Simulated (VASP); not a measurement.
# Ni3Pt (Pm-3m) in VASP: further runs

The runs below take Ni3Pt through single point, with LDA.

Program: VASP 6.6.1. These are calculated values, not measurements. Logs are shortened: lines on timing, memory, paths and dates and some standing lists are left out, and cuts for length are marked.

## 1. The cell of the first run

It takes space group Pm-3m (No. 221, cubic). The conventional cell has a = 3.625 Å, b = 3.625 Å, c = 3.625 Å, α = 90.00°, β = 90.00°, γ = 90.00°. Ni (site symmetry 4/mmm) has 8 Ni at 2.56 Å and 4 Pt at 2.56 Å within 3.4 Å. Within 3.4 Å of Pt (site symmetry m-3m) lie 12 Ni at 2.56 Å.

## 2. Single point, LDA

INCAR reads:

```
ALGO = Normal
EDIFF = 1E-6
ENCUT = 520
GGA = CA
ISIF = 2
ISMEAR = -1
LASPH = T
LCHARG = F
LREAL = F
LWAVE = F
NBANDS = 28
NELM = 80
PREC = Accurate
SIGMA = 0.05
```

KPOINTS reads:

```
k-points
0
Gamma
  9 9 9
```

POSCAR reads:

```
Ni3Pt
1.0
    3.6245667900      0.0000000000      0.0000000000
    0.0000000000      3.6245667900      0.0000000000
    0.0000000000      0.0000000000      3.6245667900
Ni Pt
3 1
Direct
    0.5000000000      0.0000000000      0.5000000000
    0.0000000000      0.5000000000      0.5000000000
    0.5000000000      0.5000000000      0.0000000000
    0.0000000000      0.0000000000      0.0000000000
```

Potentials or basis: VASP PAW LDA potentials, release 64 (Ni, Pt).

Launch:

```
$ cat potpaw_LDA.64/Ni/POTCAR potpaw_LDA.64/Pt/POTCAR > POTCAR
$ mpirun -np 1 vasp_std > vasp.out
```

OUTCAR:

```text
EDIFF = 1E-6
   ENCUT = 520
   GGA = CA
   ISIF = 2
   ISMEAR = -1
   LASPH = T
   LREAL = F
   NELM = 80
   PREC = Accurate

 ion  position               nearest neighbor table
   1  0.500  0.000  0.500-   2 2.56   3 2.56   4 2.56   3 2.56   4 2.56   2 2.56   3 2.56   3 2.56
                             2 2.56   4 2.56   4 2.56   2 2.56
   2  0.000  0.500  0.500-   1 2.56   3 2.56   4 2.56   3 2.56   4 2.56   1 2.56   4 2.56   4 2.56
                             1 2.56   3 2.56   3 2.56   1 2.56
   3  0.500  0.500  0.000-   1 2.56   2 2.56   4 2.56   1 2.56   2 2.56   1 2.56   4 2.56   1 2.56
                             2 2.56   4 2.56   2 2.56   4 2.56
   4  0.000  0.000  0.000-   1 2.56   2 2.56   3 2.56   1 2.56   2 2.56   2 2.56   3 2.56   2 2.56
                             1 2.56   3 2.56   1 2.56   3 2.56

  LATTYP: Found a simple cubic cell.
 ALAT       =     3.6245667900

  Lattice vectors:

 A1 = (   3.6245667900,   0.0000000000,   0.0000000000)
 A2 = (   0.0000000000,   3.6245667900,   0.0000000000)
 A3 = (   0.0000000000,   0.0000000000,   3.6245667900)

Analysis of symmetry for initial positions (statically):
=====================================================================
 Subroutine PRICEL returns:
 Original cell was already a primitive cell.

 Routine SETGRP: Setting up the symmetry group for a
 simple cubic supercell.

 Subroutine GETGRP returns: Found 48 space group operations
 (whereof 48 operations were pure point group operations)
 out of a pool of 48 trial point group operations.

The static configuration has the point symmetry O_h .

Analysis of symmetry for dynamics (positions and initial velocities):
=====================================================================
 Subroutine PRICEL returns:
 Original cell was already a primitive cell.

 Routine SETGRP: Setting up the symmetry group for a
 simple cubic supercell.

 Subroutine GETGRP returns: Found 48 space group operations
 (whereof 48 operations were pure point group operations)
 out of a pool of 48 trial point group operations.

The dynamic configuration has the point symmetry O_h .

 Subroutine INISYM returns: Found 48 space group operations
 (whereof 48 operations are pure point group operations),
 and found     1 'primitive' translations

----------------------------------------------------------------------------------------

                                     Primitive cell

  volume of cell :      47.6177

  direct lattice vectors                    reciprocal lattice vectors
     3.624566790  0.000000000  0.000000000     0.275895040  0.000000000  0.000000000
     0.000000000  3.624566790  0.000000000     0.000000000  0.275895040  0.000000000
     0.000000000  0.000000000  3.624566790     0.000000000  0.000000000  0.275895040

  length of vectors
     3.624566790  3.624566790  3.624566790     0.275895040  0.275895040  0.275895040

  position of ions in fractional coordinates (direct lattice)
     0.500000000  0.000000000  0.500000000
     0.000000000  0.500000000  0.500000000
     0.500000000  0.500000000  0.000000000
     0.000000000  0.000000000  0.000000000

  ion indices of the primitive-cell ions
   primitive index   ion index
                 1           1
                 2           2
                 3           3
                 4           4

----------------------------------------------------------------------------------------

 KPOINTS: k-points

Automatic generation of k-mesh.
 Grid dimensions read from file:
 generate k-points for:    9    9    9

 Generating k-lattice:

  Cartesian coordinates                     Fractional coordinates (reciprocal lattice)
     0.030655004  0.000000000  0.000000000     0.111111111  0.000000000  0.000000000
     0.000000000  0.030655004  0.000000000     0.000000000  0.111111111  0.000000000
     0.000000000  0.000000000  0.030655004     0.000000000  0.000000000  0.111111111

  Length of vectors
     0.030655004  0.030655004  0.030655004

  Shift w.r.t. Gamma in fractional coordinates (k-lattice)
     0.000000000  0.000000000  0.000000000

 Subroutine IBZKPT returns following result:
 ===========================================

 Found     35 irreducible k-points:

 Following reciprocal coordinates:
            Coordinates               Weight
  0.000000  0.000000  0.000000      1.000000
  0.111111  0.000000  0.000000      6.000000
  0.222222  0.000000  0.000000      6.000000
  0.333333  0.000000  0.000000      6.000000
  0.444444  0.000000  0.000000      6.000000
  0.111111  0.111111  0.000000     12.000000
[... 16 lines left out ...]
  0.333333  0.333333  0.111111     24.000000
  0.444444  0.333333  0.111111     48.000000
 [... further k-points ...]
   k-points           NKPTS =     35   k-points in BZ     NKDIM =     35   number of bands    NBANDS=     28
   number of dos      NEDOS =    301   number of ions     NIONS =      4
   total plane-waves  NPLWV =  21952
   dimension x,y,z NGX =    28 NGY =   28 NGZ =   28
   dimension x,y,z NGXF=    56 NGYF=   56 NGZF=   56
   ions per type =               3   1
   NGX,Y,Z   is equivalent  to a cutoff of  12.84, 12.84, 12.84 a.u.
   NGXF,Y,Z  is equivalent  to a cutoff of  25.69, 25.69, 25.69 a.u.
 SYSTEM =  unknown system
   PREC   = accura    normal or accurate (medium, high low for compatibility)
   ISTART =      0    job   : 0-new  1-cont  2-samecut
   ICHARG =      2    charge: 1-file 2-atom 10-const
   ISPIN  =      1    spin polarized calculation?
   LNONCOLLINEAR =      F non collinear calculations
   LSORBIT =      F    spin-orbit coupling
   LASPH  =      T    aspherical Exc in radial PAW
   ENCUT  =  520.0 eV  38.22 Ry    6.18 a.u.   6.74  6.74  6.74*2*pi/ulx,y,z
   NELM   =     80;   NELMIN=  2; NELMDL= -5     # of ELM steps
   EDIFF  = 0.1E-05   stopping-criterion for ELM
   LREAL  =      F    real-space projection
   EDIFFG = 0.1E-04   stopping-criterion for IOM
   NSW    =      0    number of steps for IOM
   IBRION =     -1    ionic relax: 0-MD 1-quasi-New 2-CG
   NFREE  =      0    steps in history (QN), initial steepest desc. (CG)
   ISIF   =      2    stress and relaxation
   ISYM   =      2    0-nonsym 1-usesym 2-fastsym
   POTIM  = 0.5000    time-step for ionic-motion
   TEBEG  =    0.0;   TEEND  =   0.0 temperature during run
   PSTRESS=    0.0 pullay stress
   NELECT =      40.0000    total number of electrons
   NUPDOWN=      -1.0000    fix difference up-down
   EMIN   =  10.00;   EMAX   =-10.00  energy-range for DOS
   EFERMI =   0.00;   METHOD = LEGACY
   ISMEAR =    -1;   SIGMA  =   0.05  broadening in eV -4-tet -1-fermi 0-gaus
   EFERMI_NEDOS =   21; number of points for ismear=-14 and -15
   IALGO  =     38    algorithm
   IMIX   =      4    mixing-type and parameters
     AMIX     =   0.40;   BMIX     =  1.00
     AMIX_MAG =   1.60;   BMIX_MAG =  1.00
  volume/ion in A,a.u.               =      11.90        80.34
  Fermi-wavevector in a.u.,A,eV,Ry     =   1.544681  2.919023 32.464024  2.386038
  Thomas-Fermi vector in A             =   2.650167
   LORBIT       =      0    0 simple, 1 ext, 2 COOP (PROOUT), +10 PAW based schemes
   GGA     = CA    functional components
   LHFCALC =     F    Hartree Fock is set to
   AEXX    =    0.0000 exact exchange contribution
   IVDW    =     0    specifies the selected vdW correction
   LEPSILON=     F    determine dielectric tensor
   LRPA    =     F    only Hartree local field effects (RPA)
 non-spin polarized calculation
  energy-cutoff  :      520.00
  volume of cell :       47.62
 maximum number of plane-waves:      1309
 NGX is ok and might be reduce to    28
   NGX = 13   NGY = 13   NGZ = 13

 number of electron      40.0000058 magnetization

 Free energy of the ion-electron system (eV)
  ---------------------------------------------------
  ext. energy  EPLUGINS =         0.00000000
  ---------------------------------------------------
  free energy    TOTEN  =       -27.36102008 eV

  energy without entropy =      -27.27686166  energy(sigma->0) =      -27.31894087

 E-fermi :   9.6696     XC(G=0): -13.6394

 val. band max:        9.6590781407   @ k =   0.2222   0.2222   0.0000
 cond. band min:       9.6706280938   @ k =   0.4444   0.4444   0.3333
 fundamental gap:      0.0115499530
 Fermi energy:         9.6695592423

 k-point     1 :       0.0000    0.0000    0.0000
  band No.  band energies     occupation
      1       0.3069      2.00000
      2       3.8213      2.00000
      3       3.8213      2.00000
      4       4.8397      2.00000
      5       4.8397      2.00000
      6       4.8397      2.00000
[... 20 lines left out ...]
     27      20.1827      0.00000
     28      22.2365      0.00000

 k-point     2 :       0.1111    0.0000    0.0000
  band No.  band energies     occupation
      1       0.4711      2.00000
      2       3.8968      2.00000
      3       3.9126      2.00000
      4       4.8854      2.00000
      5       4.8987      2.00000
      6       4.8987      2.00000
[... 20 lines left out ...]
     27      20.7864      0.00000
     28      22.1899      0.00000

 k-point     3 :       0.2222    0.0000    0.0000
  band No.  band energies     occupation
      1       0.9475      2.00000
      2       4.1014      2.00000
      3       4.1292      2.00000
      4       5.0112      2.00000
      5       5.0707      2.00000
      6       5.0707      2.00000
[... 20 lines left out ...]
     27      21.5872      0.00000
     28      21.5872      0.00000

 k-point     4 :       0.3333    0.0000    0.0000
  band No.  band energies     occupation
      1       1.6745      2.00000
      2       4.2438      2.00000
      3       4.3634      2.00000
      4       5.1791      2.00000
      5       5.3306      2.00000
      6       5.3306      2.00000
[... 578 lines left out ...]
     27      21.3589      0.00000
     28      22.5443      0.00000

 k-point    23 :       0.3333    0.3333    0.1111
  band No.  band energies     occupation
      1       2.9816      2.00000
      2       4.5070      2.00000
      3       4.9338      2.00000
      4       5.3441      2.00000
      5       5.6792      2.00000
      6       5.7171      2.00000
[... 20 lines left out ...]
     27      20.1610      0.00000
     28      21.4249      0.00000

 k-point    24 :       0.4444    0.3333    0.1111
  band No.  band energies     occupation
      1       3.6560      2.00000
      2       4.2384      2.00000
      3       5.0376      2.00000
      4       5.3103      2.00000
      5       5.6428      2.00000
      6       6.1711      2.00000
[... 20 lines left out ...]
     27      20.9658      0.00000
     28      21.7491      0.00000

 [... further k-points ...]
[... 5 lines left out ...]
  --------------------------------------------------------------------------------------
  -------------------------------------------------------------------------------------
  Total       -3.8415377     -3.8415377     -3.8415377      0.0000000      0.0000000      0.0000000
  in kB     -129.2550031   -129.2550031   -129.2550031      0.0000000      0.0000000      0.0000000
  external PRESSURE =    -129.2550031 kB  Pullay stress =       0.0000000 kB

 VOLUME and BASIS-vectors are now :
 -----------------------------------------------------------------------------
  energy-cutoff  :      520.00
  volume of cell :       47.62
      direct lattice vectors                 reciprocal lattice vectors
     3.624566790  0.000000000  0.000000000     0.275895040  0.000000000  0.000000000
     0.000000000  3.624566790  0.000000000     0.000000000  0.275895040  0.000000000
     0.000000000  0.000000000  3.624566790     0.000000000  0.000000000  0.275895040

 POSITION                                       TOTAL-FORCE (eV/Angst)
 -----------------------------------------------------------------------------------
      1.81228      0.00000      1.81228         0.000000      0.000000      0.000000
      0.00000      1.81228      1.81228         0.000000      0.000000      0.000000
      1.81228      1.81228      0.00000         0.000000      0.000000      0.000000
      0.00000      0.00000      0.00000         0.000000      0.000000      0.000000
 -----------------------------------------------------------------------------------
    total drift:                                0.000000      0.000000      0.000000

  FREE ENERGIE OF THE ION-ELECTRON SYSTEM (eV)
  ---------------------------------------------------
  free  energy   TOTEN  =       -27.3610200793 eV

  energy  without entropy=      -27.2768616641  energy(sigma->0) =      -27.31894087
```

It took 22 s on 1 thread of Intel Xeon Platinum 8488C (Sapphire Rapids), shared host; peak memory 0.17 GiB.

What came out:

* Free energy: -27.3610 eV
* Pressure: -12.9 GPa
* Band gap on the k mesh: zero (bands 20 and 21 overlap by 0.70 eV)

Caveat: the cell stands under tension; spin-orbit coupling is left out, which moves the levels of the heavy elements.

## 3. Single point, LDA, collinear spin, ferrimagnetic start

INCAR reads:

```
SYSTEM = Ni3Pt
  ALGO = Normal
  EDIFF = 1E-7
  ENCUT = 520
  ISIF = 2
  ISMEAR = -1
  ISPIN = 2
  LASPH = .TRUE.
  LCHARG = .TRUE.
  LELF = .TRUE.
  LMAXMIX = 4
  LORBIT = 11
  LREAL = .FALSE.
  LVHAR = .TRUE.
  LWAVE = .FALSE.
  MAGMOM = 0.7 0.7 0.7 -0.3
  NBANDS = 32
  NELM = 150
  PREC = Accurate
  SIGMA = 0.05
```

KPOINTS reads:

```
k-points
0
G
  9 9 9
  0 0 0
```

POSCAR is that of step 2.

Potentials or basis: VASP PAW LDA potentials, release 64 (Ni, Pt).

Launch:

```
$ cat potpaw_LDA.64/Ni/POTCAR potpaw_LDA.64/Pt/POTCAR > POTCAR
$ mpirun -np 1 vasp_std > vasp.out
```

Wall time 59 s (1 thread of Intel Xeon Platinum 8488C (Sapphire Rapids), shared host); peak memory 0.2 GiB.

The run converged. Its results:

| Property | Result |
| --- | --- |
| Free energy | -27.4182 eV |
| Pressure | -11.5 GPa |
| Net moment | 2.17 μB per cell |
| Site moments | Ni +0.62; Pt +0.30 μB |
| Valence electrons inside the program's atomic spheres | Ni 9.30; Pt 9.47 |

Levels at points of the mesh, in eV from the Fermi level:
Spin up:
| k point | band 19 | band 20 | band 21 | band 22 | band 23 | band 24 |
| --- | --- | --- | --- | --- | --- | --- |
| (0.00, 0.00, 0.00) | 0.17 | 0.17 | 0.17 | 2.24 | 2.24 | 2.24 |
Spin down:
| k point | band 15 | band 16 | band 17 | band 18 | band 19 | band 20 | band 21 | band 22 | band 23 | band 24 |
| --- | --- | --- | --- | --- | --- | --- | --- | --- | --- | --- |
| (0.00, 0.00, 0.00) | 0.20 | 0.20 | 0.29 | 0.29 | 0.72 | 0.72 | 0.72 | 2.30 | 2.30 | 2.30 |

Caveat: the cell stands under tension; spin-orbit coupling is left out, which moves the levels of the heavy elements.

## 4. Single point, LDA, collinear spin, ferrimagnetic start

INCAR reads:

```
PREC = Accurate
ENCUT = 520
EDIFF = 1E-6
ISMEAR = -1
SIGMA = 0.05
LREAL = False
LASPH = True
NELM = 150
ALGO = Normal
ISIF = 2
LWAVE = False
LCHARG = False
ISPIN = 2
MAGMOM = 0.7 0.7 -0.7 -0.3
LORBIT = 11
LMAXMIX = 4
GGA = CA
NBANDS = 32
```

KPOINTS reads:

```
regular mesh
0
Gamma
  9 9 9
```

POSCAR is that of step 3.

Launch:

```
$ cat potpaw_LDA.64/Ni/POTCAR potpaw_LDA.64/Pt/POTCAR > POTCAR
$ mpirun -np 1 vasp_std > vasp.out
```

Run time: 2.2 min. Hardware: 1 thread of Intel Xeon Platinum 8488C (Sapphire Rapids), shared host; peak memory 0.27 GiB.

The run converged. Its results:

| Item | Value |
| --- | --- |
| Free energy | -27.4182 eV |
| Pressure | -11.5 GPa |
| Net moment | 2.17 μB per cell |
| Site moments | Ni +0.62, +0.63 (each value once); Pt +0.30 μB |
| Valence electrons inside the program's atomic spheres | Ni 9.30; Pt 9.47 |

Levels at points of the mesh, in eV from the Fermi level:
Spin up:
| k point | band 17 | band 18 | band 19 | band 20 | band 21 | band 22 | band 23 | band 24 | band 25 | band 26 |
| --- | --- | --- | --- | --- | --- | --- | --- | --- | --- | --- |
| (0.00, 0.00, 0.00) | -0.21 | -0.21 | 0.17 | 0.17 | 0.17 | 2.24 | 2.24 | 2.24 | 8.33 | 10.36 |
Spin down:
```tsv
k point	band 16	band 17	band 18	band 19	band 20	band 21	band 22	band 23
(0.00, 0.00, 0.00)	0.20	0.29	0.29	0.72	0.72	0.72	2.30	2.30
```

Caveat: the cell stands under tension; spin-orbit coupling is left out, which moves the levels of the heavy elements.

(Part 1 of 2 ends here.)
